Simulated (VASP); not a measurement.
# Ag (P6_3/mmc) in VASP: a series of runs, part 2 of 2

VASP 6.6.1. Earlier steps stand in the parts before.

**3. Single point, LDA**

This run uses another cell than the first one, of 15.84 Å³/atom, 0.990 times its volume.

The input, INCAR:

```
SYSTEM = Ag
PREC = Accurate
ENCUT = 520
EDIFF = 1E-6
ISMEAR = -1
SIGMA = 0.05
LREAL = .False.
LASPH = .True.
NELM = 60
ALGO = Normal
ISIF = 2
LWAVE = .False.
LCHARG = .False.
GGA = CA
NBANDS = 18
```

The input, KPOINTS:

```
Automatic mesh
0
Gamma
  9 9 5
  0 0 0
```

The input, POSCAR:

```
Ag
1.0
    2.8180366043      0.0000000000      0.0000000000
   -1.4090183021      2.4404912881      0.0000000000
    0.0000000000      0.0000000000      4.6069608678
Ag
2
Direct
    0.3333333333      0.6666666667      0.2500000000
    0.6666666667      0.3333333333      0.7500000000
```

Potentials or basis: VASP PAW LDA potentials, release 64 (Ag).

Launch:

```sh
$ cat potpaw_LDA.64/Ag/POTCAR > POTCAR
$ mpirun -np 1 vasp_std > vasp.out
```

OUTCAR:

```text
SYSTEM = Ag
   PREC = Accurate
   ENCUT = 520
   EDIFF = 1E-6
   ISMEAR = -1
   LREAL = .False.
   LASPH = .True.
   NELM = 60
   ISIF = 2
   GGA = CA

 ion  position               nearest neighbor table
   1  0.333  0.667  0.250-   2 2.82   2 2.82   2 2.82   2 2.82   2 2.82   2 2.82
   2  0.667  0.333  0.750-   1 2.82   1 2.82   1 2.82   1 2.82   1 2.82   1 2.82

  LATTYP: Found a hexagonal cell.
 ALAT       =     2.8180366043
 C/A-ratio  =     1.6348122877

  Lattice vectors:

 A1 = (   2.8180366043,   0.0000000000,   0.0000000000)
 A2 = (  -1.4090183021,   2.4404912881,   0.0000000000)
 A3 = (   0.0000000000,   0.0000000000,   4.6069608678)

Analysis of symmetry for initial positions (statically):
=====================================================================
 Subroutine PRICEL returns:
 Original cell was already a primitive cell.

 Routine SETGRP: Setting up the symmetry group for a
 hexagonal supercell.

 Subroutine GETGRP returns: Found 24 space group operations
[... 154 lines left out ...]
 NGX is ok and might be reduce to    24
   NGX = 11   NGY = 11   NGZ = 17

 number of electron      22.0000005 magnetization

 Free energy of the ion-electron system (eV)
  ---------------------------------------------------
  ext. energy  EPLUGINS =         0.00000000
  ---------------------------------------------------
  free energy    TOTEN  =        -7.59821167 eV

  energy without entropy =       -7.59724175  energy(sigma->0) =       -7.59772671

 E-fermi :   9.3339     XC(G=0): -13.0205

 val. band max:        9.2167460872   @ k =   0.1111   0.1111   0.2000
 cond. band min:       9.6154424105   @ k =   0.2222   0.0000   0.2000
 fundamental gap:      0.3986963234
 Fermi energy:         9.3338884483

 k-point     1 :       0.0000    0.0000    0.0000
  band No.  band energies     occupation
      1       0.8389      2.00000
      2       2.3332      2.00000
      3       4.1561      2.00000
      4       4.2623      2.00000
      5       4.2623      2.00000
      6       4.5386      2.00000
[... 481 lines left out ...]
      5       4.2361      2.00000
      6       4.2361      2.00000
[... 10 lines left out ...]
     17      23.0883      0.00000
     18      23.0883      0.00000

 [... further k-points ...]
[... 5 lines left out ...]
  --------------------------------------------------------------------------------------
  -------------------------------------------------------------------------------------
  Total        0.1712074      0.1712074      0.5940960      0.0000000      0.0000000      0.0000000
  in kB        8.6575441      8.6575441     30.0419957      0.0000000      0.0000000      0.0000000
  external PRESSURE =      15.7856946 kB  Pullay stress =       0.0000000 kB

 VOLUME and BASIS-vectors are now :
 -----------------------------------------------------------------------------
  energy-cutoff  :      520.00
  volume of cell :       31.68
      direct lattice vectors                 reciprocal lattice vectors
     2.818036604  0.000000000  0.000000000     0.354856995  0.204876781  0.000000000
    -1.409018302  2.440491288  0.000000000     0.000000000  0.409753563  0.000000000
     0.000000000  0.000000000  4.606960868     0.000000000  0.000000000  0.217062838

 POSITION                                       TOTAL-FORCE (eV/Angst)
 -----------------------------------------------------------------------------------
     -0.00000      1.62699      1.15174        -0.000000      0.000000      0.000000
      1.40902      0.81350      3.45522         0.000000     -0.000000     -0.000000
 -----------------------------------------------------------------------------------
    total drift:                               -0.000000      0.000000     -0.000000

  FREE ENERGIE OF THE ION-ELECTRON SYSTEM (eV)
  ---------------------------------------------------
  free  energy   TOTEN  =        -7.5982116699 eV

  energy  without entropy=       -7.5972417532  energy(sigma->0) =       -7.59772671
```

OSZICAR:

```text
N       E                     dE             d eps       ncg     rms          rms(c)
DAV:   1     0.126963253047E+03    0.12696E+03   -0.11860E+04  1296   0.124E+03
DAV:   2    -0.607590333594E+01   -0.13304E+03   -0.12670E+03  1344   0.275E+02
DAV:   3    -0.825536083663E+01   -0.21795E+01   -0.21731E+01  1466   0.398E+01
DAV:   4    -0.826184465404E+01   -0.64838E-02   -0.64833E-02  1498   0.212E+00
DAV:   5    -0.826189469555E+01   -0.50042E-04   -0.50041E-04  1432   0.197E-01    0.942E+00
DAV:   6    -0.763687918096E+01    0.62502E+00   -0.14169E+00  1338   0.130E+01    0.569E+00
DAV:   7    -0.760759053246E+01    0.29289E-01   -0.20526E-02  1438   0.141E+00    0.294E+00
DAV:   8    -0.759818629782E+01    0.94042E-02   -0.18288E-03  1352   0.400E-01    0.147E-01
DAV:   9    -0.759821214090E+01   -0.25843E-04   -0.16754E-05  1528   0.349E-02    0.220E-02
DAV:  10    -0.759821166993E+01    0.47097E-06   -0.31916E-06  1396   0.168E-02
   1 F= -.75982117E+01 E0= -.75977267E+01  d E =-.969917E-03
```

It took 6.6 s on 1 thread of Intel Xeon 6975P-C (Granite Rapids), shared host; peak memory 0.14 GiB.

What came out:

- Free energy: -7.5982 eV
- Pressure: 1.6 GPa
- Band gap on the k mesh: zero (band 11 reaches 13.34 eV, above the bottom of band 12 at 5.91 eV)

Stress tensor (GPa, compression positive):
```
0.87 0.00 0.00
0.00 0.87 0.00
0.00 0.00 3.00
```

Levels at points of the mesh, in eV from the Fermi level:
```csv
k point,band 7,band 8,band 9,band 10,band 11,band 12,band 13,band 14,band 15,band 16
"(0.00, 0.00, 0.00)",-4.80,-4.38,-4.38,-3.21,-3.21,-0.76,3.86,15.75,17.70,18.09
```

**4. Single point, LDA**

The input, INCAR:

```
SYSTEM = Ag
  ALGO = Normal
  EDIFF = 1E-6
  ENCUT = 520
  ISIF = 2
  ISMEAR = -1
  LASPH = .TRUE.
  LCHARG = .TRUE.
  LELF = .TRUE.
  LREAL = .FALSE.
  LVHAR = .TRUE.
  LWAVE = .FALSE.
  NBANDS = 18
  NELM = 100
  PREC = Accurate
  SIGMA = 0.05
```

The input, KPOINTS:

```
k-points
0
G
  9 9 5
  0 0 0
```

The input, POSCAR:

```
Ag
1.0
    2.8274931738      0.0000000000      0.0000000000
   -1.4137465869      2.4486809176      0.0000000000
    0.0000000000      0.0000000000      4.6224205839
Ag
2
Direct
    0.3333333333      0.6666666667      0.2500000000
    0.6666666667      0.3333333333      0.7500000000
```

Launch:

```sh
$ cat potpaw_LDA.64/Ag/POTCAR > POTCAR
$ mpirun -np 1 vasp_std > vasp.out
```

Wall time 6.7 s (1 thread of Intel Xeon 6975P-C (Granite Rapids), shared host); peak memory 0.14 GiB.

It converged, with:

```
Free energy            : -7.6001 eV
Pressure               : 0.1 GPa
Band gap on the k mesh : zero (band 11 reaches 13.16 eV, above the bottom of band 12 at 5.77 eV)
```

Stress tensor (GPa, compression positive):
```
-0.57  0.00  0.00
 0.00 -0.57  0.00
 0.00  0.00  1.52
```

Levels at points of the mesh, in eV from the Fermi level:
| k point | band 8 | band 9 | band 10 | band 11 | band 12 | band 13 | band 14 | band 15 |
| --- | --- | --- | --- | --- | --- | --- | --- | --- |
| (0.00, 0.00, 0.00) | -4.34 | -4.34 | -3.20 | -3.20 | -0.72 | 3.81 | 15.74 | 17.68 |

**5. Single point, LDA**

This run uses another cell than the first one, of 16.16 Å³/atom, 1.010 times its volume.

The input, INCAR:

```
SYSTEM = Ag
  PREC = Accurate
  ENCUT = 520
  EDIFF = 1E-6
  ISMEAR = -1
  SIGMA = 0.05
  LREAL = .FALSE.
  LASPH = .TRUE.
  NELM = 80
  ALGO = Normal
  ISIF = 2
  LWAVE = .FALSE.
  LCHARG = .FALSE.
  GGA = CA
  NBANDS = 18
```

The input, KPOINTS:

```
regular mesh
0
G
  9 9 5
  0 0 0
```

The input, POSCAR:

```
Ag
1.0
    2.8368869079      0.0000000000      0.0000000000
   -1.4184434539      2.4568161299      0.0000000000
    0.0000000000      0.0000000000      4.6377775757
Ag
2
Direct
    0.3333333333      0.6666666667      0.2500000000
    0.6666666667      0.3333333333      0.7500000000
```

Launch:

```sh
$ cat potpaw_LDA.64/Ag/POTCAR > POTCAR
$ mpirun -np 1 vasp_std > vasp.out
```

Run time: 5.7 s. Hardware: 1 thread of Intel Xeon 6975P-C (Granite Rapids), shared host; peak memory 0.14 GiB.

The run converged. Its results:

| Quantity | Value |
| --- | --- |
| Free energy | -7.5992 eV |
| Pressure | -1.2 GPa |
| Band gap on the k mesh | zero (band 11 reaches 12.98 eV, above the bottom of band 12 at 5.63 eV) |

Stress tensor (GPa, compression positive):
```
-1.91  0.00  0.00
 0.00 -1.91  0.00
 0.00  0.00  0.13
```

Levels at points of the mesh, in eV from the Fermi level:
```csv
k point,band 9,band 10,band 11,band 12,band 13,band 14
"(0.00, 0.00, 0.00)",-4.31,-3.18,-3.18,-0.68,3.76,15.72
```

**6. Relaxation of volume and atoms at fixed shape, LDA**

This run uses another cell than the first one, of 17.81 Å³/atom, 1.113 times its volume.

The input, INCAR:

```
SYSTEM = Ag
PREC     = Accurate       ! precision mode
ENCUT    = 600            ! plane-wave cutoff, eV
EDIFF    = 1E-6           ! SCF threshold, eV
ISMEAR   = -1             ! smearing method
SIGMA    = 0.05           ! smearing width, eV
LREAL    = .FALSE.        ! projectors in reciprocal space
LASPH    = .TRUE.         ! aspherical terms in the spheres
NELM     = 60             ! most SCF steps
ALGO     = Normal         ! electronic algorithm
ISIF     = 8              ! what is computed and relaxed
LWAVE    = .FALSE.        ! write WAVECAR
LCHARG   = .FALSE.        ! write CHGCAR
IBRION   = 2              ! ionic algorithm
NSW      = 60             ! ionic steps
EDIFFG   = -0.02          ! ionic threshold
```

KPOINTS is that of step 5.

The input, POSCAR:

```
Ag
1.0
    2.9300000000      0.0000000000      0.0000000000
   -1.4650000000      2.5374544300      0.0000000000
    0.0000000000      0.0000000000      4.7900000000
Ag
2
Direct
    0.3333333333      0.6666666667      0.2500000000
    0.6666666667      0.3333333333      0.7500000000
```

Potentials or basis: VASP PAW LDA potentials, release 64 (Ag).

Launch:

```sh
$ cat potpaw_LDA.64/Ag/POTCAR > POTCAR
$ mpirun -np 1 vasp_std > vasp.out
```

It took 14 s on 1 thread of Intel Xeon 6975P-C (Granite Rapids), shared host; peak memory 0.16 GiB.

It converged, with:

```
Free energy                            : -7.6010 eV
Relaxed volume                         : 16.04 Å³/atom
Relaxed cell                           : a = 2.830 Å, b = 2.830 Å, c = 4.626 Å, α = 90.00°, β = 90.00°, γ = 120.00°
Space group after relaxing (to 0.05 Å) : P6_3/mmc (No. 194)
Energy gained by relaxing              : 68.4 meV/atom
Ionic steps                            : 3
Pressure after relaxing                : -0.1 GPa
Band gap on the k mesh                 : zero (band 11 reaches 13.11 eV, above the bottom of band 12 at 5.73 eV)
```

Stress tensor (GPa, compression positive):
```
-0.84  0.00  0.00
 0.00 -0.84  0.00
 0.00  0.00  1.24
```

Step by step:
| step | energy change (eV) | largest force (eV/Å) | pressure (GPa) | volume (Å³) |
| --- | --- | --- | --- | --- |
| 1 | 0.0000 | 0.0000 | -10.94 | 35.61 |
| 2 | -0.0490 | 0.0000 | 13.09 | 29.71 |
| 3 | -0.1369 | 0.0000 | -0.15 | 32.08 |

Final structure:
```
CELL_PARAMETERS angstrom
2.82978 0.00000 0.00000
-1.41489 2.45066 0.00000
0.00000 0.00000 4.62615
ATOMIC_POSITIONS crystal
Ag 0.33333 0.66667 0.25000
Ag 0.66667 0.33333 0.75000
```

Levels at points of the mesh, in eV from the Fermi level:
| k point | band 9 | band 10 | band 11 | band 12 | band 13 | band 14 |
| --- | --- | --- | --- | --- | --- | --- |
| (0.00, 0.00, 0.00) | -4.34 | -3.20 | -3.20 | -0.71 | 3.80 | 15.74 |

**7. Summary**

```csv
task,cell,cutoff (eV),gap on the mesh (eV),pressure (GPa)
single point,"a = 2.827, b = 2.827, c = 4.622 Å, angles 90.0, 90.0, 120.0°, 2 atoms",520,none,0.1
single point,"a = 2.818, b = 2.818, c = 4.607 Å, angles 90.0, 90.0, 120.0°, 2 atoms",520,none,1.6
single point,"a = 2.837, b = 2.837, c = 4.638 Å, angles 90.0, 90.0, 120.0°, 2 atoms",520,none,-1.2
relaxation of volume and atoms at fixed shape,"relaxed from a = 2.930, b = 2.930, c = 4.790 Å, angles 90.0, 90.0, 120.0°, 2 atoms",600,none,-0.1
```

Alike in all rows: level LDA; potentials or basis VASP PAW LDA potentials, release 64 (Ag); no spin polarisation; k mesh 9 × 9 × 5; smearing fermi-dirac 0.05 eV.

Total energies depend on the potentials used, so only differences within one code and one set of settings carry meaning.
